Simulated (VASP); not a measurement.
# Cd2TeSe5 (P6/mmm) in VASP: single point with PBE

Aim: the single point of Cd2TeSe5 with PBE.

Everything below comes from runs of VASP 6.6.1. Logs are shortened: lines on timing, memory, paths and dates and some standing lists are left out, and cuts for length are marked.

### Step 1. The cell of the first run

Symmetry: P6/mmm, No. 191, hexagonal system. The conventional cell has a = 5.016 Å, b = 5.016 Å, c = 9.384 Å, α = 90.00°, β = 90.00°, γ = 120.00°. Within 3.7 Å of Cd (site symmetry -6m2) lie 2 Se at 2.83 Å and 3 Te at 2.90 Å and 3 Cd at 2.90 Å. Within 3.8 Å of Te (site symmetry 6/mmm) lie 6 Cd at 2.90 Å. Within 3.8 Å of Se (site symmetry 3m) lie 1 Cd at 2.83 Å and 7 Se at 2.90 to 3.73 Å. Se (site symmetry 6/mmm) has 12 Se at 3.45 Å within 4.5 Å.

The cell was built from a structure type or drawn by symmetry, and may not be a known phase.

### Step 2. Single point, PBE

INCAR

```
SYSTEM = Cd2TeSe5
  PREC = Accurate
  ENCUT = 500
  EDIFF = 1E-6
  ISMEAR = 0
  SIGMA = 0.15
  LREAL = .FALSE.
  LASPH = .TRUE.
  NELM = 120
  ALGO = Normal
  ISIF = 2
  LWAVE = .FALSE.
  LCHARG = .TRUE.
  GGA = PE
  LELF = .TRUE.
  LVHAR = .TRUE.
  NBANDS = 40
  GGA_COMPAT = .FALSE.
```

KPOINTS

```
Automatic mesh
0
G
  3 3 1
  0 0 0
```

POSCAR

```
Cd2TeSe5
1.0
    5.0160139647     -0.0000000028      0.0000000000
   -2.5080069799      4.3439955206      0.0000000000
    0.0000000000      0.0000000000      9.3836775498
Cd Te Se
2 1 5
Direct
    0.3333333333      0.6666666667      0.0000000000
    0.6666666667      0.3333333333      0.0000000000
    0.0000000000      0.0000000000      0.0000000000
    0.3333333333      0.6666666667      0.3011008520
    0.6666666667      0.3333333333      0.3011008520
    0.6666666667      0.3333333333      0.6988991480
    0.3333333333      0.6666666667      0.6988991480
    0.0000000000      0.0000000000      0.5000000000
```

Potentials or basis: VASP PAW PBE potentials, release 64 (Cd, Te, Se).

The run is started by

```console
$ cat potpaw_PBE.64/Cd/POTCAR potpaw_PBE.64/Te/POTCAR potpaw_PBE.64/Se/POTCAR > POTCAR
$ mpirun -np 1 vasp_std > vasp.out
```

OUTCAR:

```text
SYSTEM = Cd2TeSe5
   PREC = Accurate
   ENCUT = 500
   EDIFF = 1E-6
   ISMEAR = 0
   LREAL = .FALSE.
   LASPH = .TRUE.
   NELM = 120
   ISIF = 2
   GGA = PE

 ion  position               nearest neighbor table
   1  0.333  0.667  0.000-   4 2.83   7 2.83   3 2.90   2 2.90   2 2.90   3 2.90   3 2.90   2 2.90

   2  0.667  0.333  0.000-   5 2.83   6 2.83   3 2.90   1 2.90   1 2.90   3 2.90   3 2.90   1 2.90

   3  0.000  0.000  0.000-   1 2.90   2 2.90   2 2.90   1 2.90   2 2.90   1 2.90
   4  0.333  0.667  0.301-   1 2.83
   5  0.667  0.333  0.301-   2 2.83
   6  0.667  0.333  0.699-   2 2.83
   7  0.333  0.667  0.699-   1 2.83
   8  0.000  0.000  0.500-

  LATTYP: Found a hexagonal cell.
 ALAT       =     5.0160139647
 C/A-ratio  =     1.8707439046

  Lattice vectors:

 A1 = (   5.0160139647,  -0.0000000028,   0.0000000000)
 A2 = (  -2.5080069799,   4.3439955206,   0.0000000000)
 A3 = (   0.0000000000,   0.0000000000,   9.3836775498)

Analysis of symmetry for initial positions (statically):
=====================================================================
 Subroutine PRICEL returns:
 Original cell was already a primitive cell.

 Routine SETGRP: Setting up the symmetry group for a
 hexagonal supercell.

 Subroutine GETGRP returns: Found 24 space group operations
 (whereof 24 operations were pure point group operations)
 out of a pool of 24 trial point group operations.

The static configuration has the point symmetry D_6h.

Analysis of symmetry for dynamics (positions and initial velocities):
=====================================================================
 Subroutine PRICEL returns:
 Original cell was already a primitive cell.

 Routine SETGRP: Setting up the symmetry group for a
 hexagonal supercell.

 Subroutine GETGRP returns: Found 24 space group operations
 (whereof 24 operations were pure point group operations)
 out of a pool of 24 trial point group operations.

The dynamic configuration has the point symmetry D_6h.

 Subroutine INISYM returns: Found 24 space group operations
 (whereof 24 operations are pure point group operations),
 and found     1 'primitive' translations

----------------------------------------------------------------------------------------

                                     Primitive cell

  volume of cell :     204.4660

  direct lattice vectors                    reciprocal lattice vectors
     5.016013965 -0.000000003  0.000000000     0.199361487  0.115101408  0.000000000
    -2.508006980  4.343995521  0.000000000     0.000000000  0.230202816  0.000000000
     0.000000000  0.000000000  9.383677550     0.000000000  0.000000000  0.106568027

  length of vectors
     5.016013965  5.016013965  9.383677550     0.230202816  0.230202816  0.106568027

  position of ions in fractional coordinates (direct lattice)
     0.333333333  0.666666667  0.000000000
     0.666666667  0.333333333  0.000000000
     0.000000000  0.000000000  0.000000000
     0.333333333  0.666666667  0.301100852
     0.666666667  0.333333333  0.301100852
     0.666666667  0.333333333  0.698899148
     0.333333333  0.666666667  0.698899148
     0.000000000  0.000000000  0.500000000

  ion indices of the primitive-cell ions
   primitive index   ion index
                 1           1
                 2           2
                 3           3
                 4           4
                 5           5
                 6           6
                 7           7
                 8           8

----------------------------------------------------------------------------------------

 KPOINTS: Automatic mesh

Automatic generation of k-mesh.
 Grid dimensions read from file:
 generate k-points for:    3    3    1

 Generating k-lattice:

  Cartesian coordinates                     Fractional coordinates (reciprocal lattice)
     0.066453829  0.038367136  0.000000000     0.333333333  0.000000000  0.000000000
     0.000000000  0.076734272  0.000000000     0.000000000  0.333333333  0.000000000
     0.000000000  0.000000000  0.106568027     0.000000000  0.000000000  1.000000000

  Length of vectors
     0.076734272  0.076734272  0.106568027

  Shift w.r.t. Gamma in fractional coordinates (k-lattice)
     0.000000000  0.000000000  0.000000000

 Subroutine IBZKPT returns following result:
 ===========================================

 Found      3 irreducible k-points:

 Following reciprocal coordinates:
            Coordinates               Weight
  0.000000  0.000000  0.000000      1.000000
  0.333333  0.000000  0.000000      6.000000
  0.333333  0.333333  0.000000      2.000000
   k-points           NKPTS =      3   k-points in BZ     NKDIM =      3   number of bands    NBANDS=     40
   number of dos      NEDOS =    301   number of ions     NIONS =      8
   total plane-waves  NPLWV = 112000
   dimension x,y,z NGX =    40 NGY =   40 NGZ =   70
   dimension x,y,z NGXF=    80 NGYF=   80 NGZF=  140
   ions per type =               2   1   5
   NGX,Y,Z   is equivalent  to a cutoff of  13.26, 13.26, 12.40 a.u.
   NGXF,Y,Z  is equivalent  to a cutoff of  26.51, 26.51, 24.80 a.u.
 SYSTEM =  Cd2TeSe5
   PREC   = accura    normal or accurate (medium, high low for compatibility)
   ISTART =      0    job   : 0-new  1-cont  2-samecut
   ICHARG =      2    charge: 1-file 2-atom 10-const
   ISPIN  =      1    spin polarized calculation?
   LNONCOLLINEAR =      F non collinear calculations
   LSORBIT =      F    spin-orbit coupling
   LASPH  =      T    aspherical Exc in radial PAW
   ENCUT  =  500.0 eV  36.75 Ry    6.06 a.u.   9.15  9.15 17.11*2*pi/ulx,y,z
   NELM   =    120;   NELMIN=  2; NELMDL= -5     # of ELM steps
   EDIFF  = 0.1E-05   stopping-criterion for ELM
   LREAL  =      F    real-space projection
   EDIFFG = 0.1E-04   stopping-criterion for IOM
   NSW    =      0    number of steps for IOM
   IBRION =     -1    ionic relax: 0-MD 1-quasi-New 2-CG
   NFREE  =      0    steps in history (QN), initial steepest desc. (CG)
   ISIF   =      2    stress and relaxation
   ISYM   =      2    0-nonsym 1-usesym 2-fastsym
   POTIM  = 0.5000    time-step for ionic-motion
   TEBEG  =    0.0;   TEEND  =   0.0 temperature during run
   PSTRESS=    0.0 pullay stress
   NELECT =      60.0000    total number of electrons
   NUPDOWN=      -1.0000    fix difference up-down
   EMIN   =  10.00;   EMAX   =-10.00  energy-range for DOS
   EFERMI =   0.00;   METHOD = LEGACY
   ISMEAR =     0;   SIGMA  =   0.15  broadening in eV -4-tet -1-fermi 0-gaus
   EFERMI_NEDOS =   21; number of points for ismear=-14 and -15
   IALGO  =     38    algorithm
   IMIX   =      4    mixing-type and parameters
     AMIX     =   0.40;   BMIX     =  1.00
     AMIX_MAG =   1.60;   BMIX_MAG =  1.00
  volume/ion in A,a.u.               =      25.56       172.48
  Fermi-wavevector in a.u.,A,eV,Ry     =   1.087890  2.055813 16.102549  1.183504
  Thomas-Fermi vector in A             =   2.224059
   LORBIT       =      0    0 simple, 1 ext, 2 COOP (PROOUT), +10 PAW based schemes
   GGA     = PE    functional components
   LHFCALC =     F    Hartree Fock is set to
   AEXX    =    0.0000 exact exchange contribution
   IVDW    =     0    specifies the selected vdW correction
   LEPSILON=     F    determine dielectric tensor
   LRPA    =     F    only Hartree local field effects (RPA)
 non-spin polarized calculation
 Gauss-broadening in eV      SIGMA  =   0.15
  energy-cutoff  :      500.00
  volume of cell :      204.47
 maximum number of plane-waves:      5204
 NGX is ok and might be reduce to    40
   NGX = 19   NGY = 19   NGZ = 35

 number of electron      59.9999998 magnetization

 Free energy of the ion-electron system (eV)
  ---------------------------------------------------
  ext. energy  EPLUGINS =         0.00000000
  ---------------------------------------------------
  free energy    TOTEN  =       -19.23004941 eV

  energy without entropy =      -19.10186185  energy(sigma->0) =      -19.16595563

 E-fermi :   3.3240     XC(G=0):  -9.6643

 val. band max:        3.2856549945   @ k =   0.0000   0.0000   0.0000
 cond. band min:       3.3448632539   @ k =   0.3333   0.0000   0.0000
 fundamental gap:      0.0592082594
 Fermi energy:         3.3239969127

 k-point     1 :       0.0000    0.0000    0.0000
  band No.  band energies     occupation
      1     -10.8022      2.00000
      2     -10.3718      2.00000
      3      -8.8841      2.00000
      4      -8.2365      2.00000
      5      -7.8674      2.00000
      6      -7.5904      2.00000
[... 32 lines left out ...]
     39       9.2526      0.00000
     40       9.4182      0.00000

 k-point     2 :       0.3333    0.0000    0.0000
  band No.  band energies     occupation
      1     -10.2580      2.00000
      2      -9.9146      2.00000
      3      -8.7146      2.00000
      4      -8.5494      2.00000
      5      -8.3825      2.00000
      6      -8.2914      2.00000
[... 32 lines left out ...]
     39       9.6104      0.00000
     40       9.7174      0.00000

 k-point     3 :       0.3333    0.3333    0.0000
  band No.  band energies     occupation
      1      -9.4571      2.00000
      2      -9.4571      2.00000
      3      -9.2168      2.00000
      4      -9.2168      2.00000
      5      -8.5634      2.00000
      6      -8.4655      2.00000
[... 32 lines left out ...]
     39       8.9949      0.00000
     40       8.9949      0.00000

------------------------ aborting loop because EDIFF is reached ----------------------------------------

  FORCE on cell =-STRESS in cart. coord.  units (eV):
  Direction    XX          YY          ZZ          XY          YZ          ZX
  --------------------------------------------------------------------------------------
  -------------------------------------------------------------------------------------
  Total        0.5744595      0.5744595      0.6480223      0.0000000      0.0000000      0.0000000
  in kB        4.5014124      4.5014124      5.0778438      0.0000000      0.0000000      0.0000000
  external PRESSURE =       4.6935562 kB  Pullay stress =       0.0000000 kB

 VOLUME and BASIS-vectors are now :
 -----------------------------------------------------------------------------
  energy-cutoff  :      500.00
  volume of cell :      204.47
      direct lattice vectors                 reciprocal lattice vectors
     5.016013965 -0.000000003  0.000000000     0.199361487  0.115101408  0.000000000
    -2.508006980  4.343995521  0.000000000     0.000000000  0.230202816  0.000000000
     0.000000000  0.000000000  9.383677550     0.000000000  0.000000000  0.106568027

 POSITION                                       TOTAL-FORCE (eV/Angst)
 -----------------------------------------------------------------------------------
      0.00000      2.89600      0.00000        -0.000000      0.000000     -0.000000
      2.50801      1.44800      0.00000         0.000000     -0.000000      0.000000
      0.00000      0.00000      0.00000        -0.000000     -0.000000      0.000000
      0.00000      2.89600      2.82543         0.000000      0.000000      0.058043
      2.50801      1.44800      2.82543        -0.000000     -0.000000      0.058043
      2.50801      1.44800      6.55824        -0.000000     -0.000000     -0.058043
      0.00000      2.89600      6.55824         0.000000      0.000000     -0.058043
      0.00000      0.00000      4.69184        -0.000000     -0.000000      0.000000
 -----------------------------------------------------------------------------------
    total drift:                                0.000000     -0.000000      0.000000

  FREE ENERGIE OF THE ION-ELECTRON SYSTEM (eV)
  ---------------------------------------------------
  free  energy   TOTEN  =       -19.2300494050 eV

  energy  without entropy=      -19.1018618533  energy(sigma->0) =      -19.16595563
```

Run time: 35 s. Hardware: 1 thread of Intel Xeon Platinum 8488C (Sapphire Rapids), shared host; peak memory 0.32 GiB.

What came out:

| Property | Result |
| --- | --- |
| Free energy | -19.2300 eV |
| Pressure | 0.5 GPa |
| Largest force | 0.058 eV/Å |
| Band gap on the k mesh | zero (bands 30 and 31 overlap by 0.06 eV) |

Forces on the atoms (eV/Å):
```
Cd   0.000  0.000  0.000
Cd   0.000  0.000  0.000
Te   0.000  0.000  0.000
Se   0.000  0.000  0.058
Se   0.000  0.000  0.058
Se   0.000  0.000 -0.058
Se   0.000  0.000 -0.058
Se   0.000  0.000  0.000
```

Levels at points of the mesh, in eV from the Fermi level:
```tsv
k point	band 28	band 29	band 30	band 31	band 32	band 33
(0.00, 0.00, 0.00)	-1.30	-0.79	-0.37	-0.04	-0.04	0.19
```

Caveat: the k points lie up to 0.67 Å⁻¹ apart; semilocal functionals underestimate gaps, so a narrow gap can read as zero; spin-orbit coupling is left out, which moves the levels of the heavy elements.
